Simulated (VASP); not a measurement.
# MgS (F-43m) in VASP: vibrations by perturbation theory with PBEsol

Aim: the vibrations by perturbation theory of MgS with PBEsol.

Everything below comes from runs of VASP 6.6.1. Logs are shortened: lines on timing, memory, paths and dates and some standing lists are left out, and cuts for length are marked.

**1. The cell of the first run**

Symmetry: F-43m, No. 216, cubic system. Conventional cell: a = 5.620 Å, b = 5.620 Å, c = 5.620 Å, α = 90.00°, β = 90.00°, γ = 90.00°. Within 3.2 Å of Mg (site symmetry -43m) lie 4 S at 2.43 Å. S (site symmetry -43m) has 4 Mg at 2.43 Å within 3.2 Å.

**2. Vibrations by perturbation theory, PBEsol**

Contents of INCAR:

```
SYSTEM = MgS
  ALGO = Normal
  EDIFF = 1E-8
  ENCUT = 520
  GGA = PS
  IBRION = 8
  ISIF = 2
  ISMEAR = 0
  LASPH = .True.
  LCHARG = .False.
  LEPSILON = .True.
  LREAL = .False.
  LWAVE = .False.
  NELM = 80
  NSW = 1
  PREC = Accurate
  SIGMA = 0.01
```

Contents of KPOINTS:

```
k-points
0
Gamma
  8 8 8
  0 0 0
```

Contents of POSCAR:

```
MgS
1.0
    0.0000000000      2.8100711192      2.8100711192
    2.8100711192      0.0000000000      2.8100711192
    2.8100711192      2.8100711192      0.0000000000
Mg S
1 1
Direct
    0.0000000000      0.0000000000      0.0000000000
    0.7500000000      0.7500000000      0.7500000000
```

Potentials or basis: VASP PAW PBE potentials, release 64 (Mg, S).

The run is started by

```sh
$ cat potpaw_PBE.64/Mg/POTCAR potpaw_PBE.64/S/POTCAR > POTCAR
$ mpirun -np 1 vasp_std > vasp.out
```

OUTCAR:

```text
SYSTEM = MgS
   EDIFF = 1E-8
   ENCUT = 520
   GGA = PS
   IBRION = 8
   ISIF = 2
   ISMEAR = 0
   LASPH = .True.
   LEPSILON = .True.
   LREAL = .False.
   NELM = 80
   NSW = 1
   PREC = Accurate

 ion  position               nearest neighbor table
   1  0.000  0.000  0.000-   2 2.43   2 2.43   2 2.43   2 2.43
   2  0.750  0.750  0.750-   1 2.43   1 2.43   1 2.43   1 2.43

  LATTYP: Found a face centered cubic cell.
 ALAT       =     5.6201422384

  Lattice vectors:

 A1 = (   0.0000000000,   2.8100711192,   2.8100711192)
 A2 = (   2.8100711192,   0.0000000000,   2.8100711192)
 A3 = (   2.8100711192,   2.8100711192,   0.0000000000)

Analysis of symmetry for initial positions (statically):
=====================================================================
 Subroutine PRICEL returns:
 Original cell was already a primitive cell.

 Routine SETGRP: Setting up the symmetry group for a
 face centered cubic supercell.

 Subroutine GETGRP returns: Found 24 space group operations
 (whereof 24 operations were pure point group operations)
 out of a pool of 48 trial point group operations.

The static configuration has the point symmetry T_d .

Analysis of symmetry for dynamics (positions and initial velocities):
=====================================================================
 Subroutine PRICEL returns:
 Original cell was already a primitive cell.

 Routine SETGRP: Setting up the symmetry group for a
 face centered cubic supercell.

 Subroutine GETGRP returns: Found 24 space group operations
 (whereof 24 operations were pure point group operations)
 out of a pool of 48 trial point group operations.

The dynamic configuration has the point symmetry T_d .

 Subroutine INISYM returns: Found 24 space group operations
 (whereof 24 operations are pure point group operations),
 and found     1 'primitive' translations

----------------------------------------------------------------------------------------

                                     Primitive cell

  volume of cell :      44.3795

  direct lattice vectors                    reciprocal lattice vectors
     0.000000000  2.810071119  2.810071119    -0.177931440  0.177931440  0.177931440
     2.810071119  0.000000000  2.810071119     0.177931440 -0.177931440  0.177931440
     2.810071119  2.810071119  0.000000000     0.177931440  0.177931440 -0.177931440

  length of vectors
     3.974040688  3.974040688  3.974040688     0.308186294  0.308186294  0.308186294

  position of ions in fractional coordinates (direct lattice)
     0.000000000  0.000000000  0.000000000
     0.750000000  0.750000000  0.750000000

  ion indices of the primitive-cell ions
   primitive index   ion index
                 1           1
                 2           2

----------------------------------------------------------------------------------------

 KPOINTS: k-points

Automatic generation of k-mesh.
 Grid dimensions read from file:
 generate k-points for:    8    8    8

 Generating k-lattice:

  Cartesian coordinates                     Fractional coordinates (reciprocal lattice)
[... 414 lines left out ...]
  ---------------------------------------------------
  ---------------------------------------------------
  free energy    TOTEN  =        -0.42783414 eV

  energy without entropy =       -0.42783414

------------------------ aborting loop because EDIFF is reached ----------------------------------------

--------------------------------------- Ionic step        2  -------------------------------------------

------------------------ aborting loop because EDIFF is reached ----------------------------------------

--------------------------------------- Ionic step        3  -------------------------------------------

------------------------ aborting loop because EDIFF is reached ----------------------------------------

 PIEZOELECTRIC TENSOR FIELD DIRECTION 3  (e Angst)
 -----------------------------------------------------------------------------
    -0.00052  1.10083  0.00000           (  0.00000 -0.03213  0.00000)
     1.10083 -0.00052  0.00000           ( -0.03213  0.00000  0.00000)
     0.00000  0.00000 -0.00001           (  0.00000  0.00000  0.00000)

 PIEZOELECTRIC TENSOR FIELD DIRECTION 3  (C/m^2)
 -----------------------------------------------------------------------------
    -0.00019  0.39742  0.00000
     0.39742 -0.00019  0.00000
     0.00000  0.00000 -0.00000

--------------------------------------- Ionic step        4  -------------------------------------------

------------------------ aborting loop because EDIFF is reached ----------------------------------------

[... ionic steps 5 to 6 ...]

--------------------------------------- Ionic step        7  -------------------------------------------

 Free energy of the ion-electron system (eV)
  ---------------------------------------------------
  ---------------------------------------------------
  free energy    TOTEN  =        -0.10921361 eV

  energy without entropy =       -0.10921361

------------------------ aborting loop because EDIFF is reached ----------------------------------------

 INTERNAL STRAIN TENSOR  FOR ION    2  DIRECTION 1   (eV/Angst):
 -----------------------------------------------------------------------------
    -0.00215  0.00000  0.00000
     0.00000  0.00300  6.72460
     0.00000  6.72460  0.00300

 MACROSCOPIC STATIC DIELECTRIC TENSOR (including local field effects in DFT)
 ------------------------------------------------------
           4.128152    -0.000000     0.000000
          -0.000000     4.128152     0.000000
           0.000000    -0.000000     4.128152
 ------------------------------------------------------

 PIEZOELECTRIC TENSOR (including local field effects)  for field in x, y, z        (e  Angst)
          XX          YY          ZZ          XY          YZ          ZX
  --------------------------------------------------------------------------------
  x     0.00000    -0.00000     0.00000     0.00000     1.10228     0.00000
  y    -0.00000     0.00000    -0.00000     0.00000    -0.00000     1.10228
  z     0.00000     0.00000     0.00000     1.10228     0.00000    -0.00000

 PIEZOELECTRIC TENSOR (including local field effects)  for field in x, y, z        (C/m^2)
          XX          YY          ZZ          XY          YZ          ZX
  --------------------------------------------------------------------------------
  x     0.00000    -0.00000     0.00000     0.00000     0.39794     0.00000
  y    -0.00000     0.00000    -0.00000     0.00000    -0.00000     0.39794
  z     0.00000     0.00000     0.00000     0.39794     0.00000    -0.00000

 BORN EFFECTIVE CHARGES (including local field effects) (in |e|, cummulative output)
 ---------------------------------------------------------------------------------
 ion    1
    1     1.88247     0.00000    -0.00000
    2     0.00000     1.88247     0.00000
    3    -0.00000     0.00000     1.88247
 ion    2
    1    -1.88247    -0.00000     0.00000
    2    -0.00000    -1.88247     0.00000
    3     0.00000    -0.00000    -1.88247

 INTERNAL STRAIN TENSOR FOR ION    2 for displacements in x,y,z  (eV/Angst):
          X           Y           Z          XY          YZ          ZX
  --------------------------------------------------------------------------------
  x    -0.00000     0.00000     0.00000     0.00000     6.72460     0.00000
  y     0.00000     0.00000     0.00000     0.00000     0.00000     6.72460
  z     0.00000     0.00000    -0.00000     6.72460     0.00000     0.00000

 SECOND DERIVATIVES (NOT SYMMETRIZED)
 ------------------------------------
               1X          1Y          1Z          2X          2Y          2Z
  1X    -5.936826    0.000000    0.000000    5.936826    0.000000    0.000000
  1Y     0.000000   -5.936826    0.000000    0.000000    5.936826    0.000000
  1Z     0.000000    0.000000   -5.936826    0.000000    0.000000    5.936826
  2X     5.936758    0.000000    0.000000   -5.936758    0.000000    0.000000
  2Y     0.000000    5.936758    0.000000    0.000000   -5.936758    0.000000
  2Z     0.000000    0.000000    5.936758    0.000000    0.000000   -5.936758

 Eigenvectors and eigenvalues of the dynamical matrix
 ----------------------------------------------------

   1 f  =   10.244351 THz    64.367159 2PiTHz  341.714783 cm-1    42.367214 meV
             X         Y         Z           dx          dy          dz
      0.000000  0.000000  0.000000     0.000000    0.754216    0.000000
      4.215107  4.215107  4.215107     0.000000   -0.656627    0.000000
[... 21 lines left out ...]
   6 f/i=    0.000029 THz     0.000182 2PiTHz    0.000967 cm-1     0.000120 meV
             X         Y         Z           dx          dy          dz
      0.000000  0.000000  0.000000     0.000000    0.000000   -0.656627
      4.215107  4.215107  4.215107     0.000000    0.000000   -0.754216

--------------------------------------------------------------------------------------------------------

 MACROSCOPIC STATIC DIELECTRIC TENSOR IONIC CONTRIBUTION
 ------------------------------------------------------
           2.433827     0.000000    -0.000000
           0.000000     2.433827     0.000000
          -0.000000     0.000000     2.433827
 ------------------------------------------------------

 ELASTIC MODULI CONTR FROM IONIC RELAXATION (kBar)
 Direction    XX          YY          ZZ          XY          YZ          ZX
 --------------------------------------------------------------------------------
 XX          -0.0000     -0.0000      0.0000     -0.0000      0.0000     -0.0000
 YY          -0.0000     -0.0000     -0.0000     -0.0000     -0.0000     -0.0000
 ZZ           0.0000     -0.0000     -0.0000      0.0000     -0.0000     -0.0000
 XY          -0.0000     -0.0000      0.0000   -271.3118      0.0000      0.0000
 YZ           0.0000     -0.0000     -0.0000      0.0000   -271.3118      0.0000
 ZX          -0.0000     -0.0000     -0.0000      0.0000      0.0000   -271.3118
 --------------------------------------------------------------------------------

 PIEZOELECTRIC TENSOR IONIC CONTR  for field in x, y, z        (C/m^2)
          XX          YY          ZZ          XY          YZ          ZX
  --------------------------------------------------------------------------------
  x     0.00000    -0.00000    -0.00000     0.00000    -0.76463    -0.00000
  y    -0.00000    -0.00000    -0.00000     0.00000    -0.00000    -0.76463
  z    -0.00000    -0.00000     0.00000    -0.76463     0.00000    -0.00000
```

Wall time 5.1 min (1 thread of Intel Xeon Platinum 8259CL at 2.50GHz (Skylake/Cascade Lake), shared host); peak memory 0.25 GiB.

What came out:

* Electronic dielectric tensor (diagonal): 4.13
* Born charges (mean of the diagonal): Mg +1.88; S -1.88 e
* Highest phonon frequency at Γ, LO-TO splitting left out: 342 cm⁻¹

Phonon frequencies in cm⁻¹ (negative: imaginary):
```tsv
q point	frequencies
(0.000, 0.000, 0.000)	0 0 0 342 342 342
```

Electronic dielectric tensor:
```
4.13 0.00 0.00
0.00 4.13 0.00
0.00 0.00 4.13
```

Born effective charge tensors (e):
atom 1, Mg
```
1.88 0.00 0.00
0.00 1.88 0.00
0.00 0.00 1.88
```
atom 2, S
```
-1.88  0.00  0.00
 0.00 -1.88  0.00
 0.00  0.00 -1.88
```
